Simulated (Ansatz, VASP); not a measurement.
One calculation of NaI, two programs

```xyz
4
Lattice="4.7723 0.0000 -0.7158 0.0000 4.1019 0.0000 -1.0161 0.0000 7.0224" Properties=species:S:1:pos:R:3 pbc="T T T"
Na    0.9391    2.0509    1.5766
Na    2.8171    2.0509    4.7300
I     0.4311    0.0000    5.0872
I     3.3251    0.0000    1.2193
```

Change from the starting cell: engineering shear strain xz -0.3000, normal strain along z +0.0367.

Alike in both runs: task single point; functional PBE; dispersion D3(BJ); k mesh 6 × 8 × 4; occupations gaussian, width 0.05 eV; no spin polarisation.

```csv
,VASP,Ansatz
version,VASP 6.6.1,Ansatz 0.2.0
potentials or method,"VASP PAW PBE potentials, release 64 (Na_pv, I), cutoff 520 eV","scalar-relativistic, plane waves, PAW"
valence electrons in the cell,28,52
```

|  | VASP | Ansatz | Ansatz less VASP |
| --- | --- | --- | --- |
| gap on the k mesh at the Fermi level (eV) | 1.16 | 1.16 | +0.001 |
| least direct gap on the mesh (eV) | 1.40 | 1.40 | +0.001 |
| pressure (GPa) | 0.7 | 0.7 | -0.01 |
| traceless stress, the component that is largest in VASP (GPa) | 4.66 | 4.67 | +0.004 |

VASP's potentials hold 28 valence electrons a cell and Ansatz's 52, so a difference there can come from the potentials and not from the codes.

Neither program's run includes spin-orbit coupling.
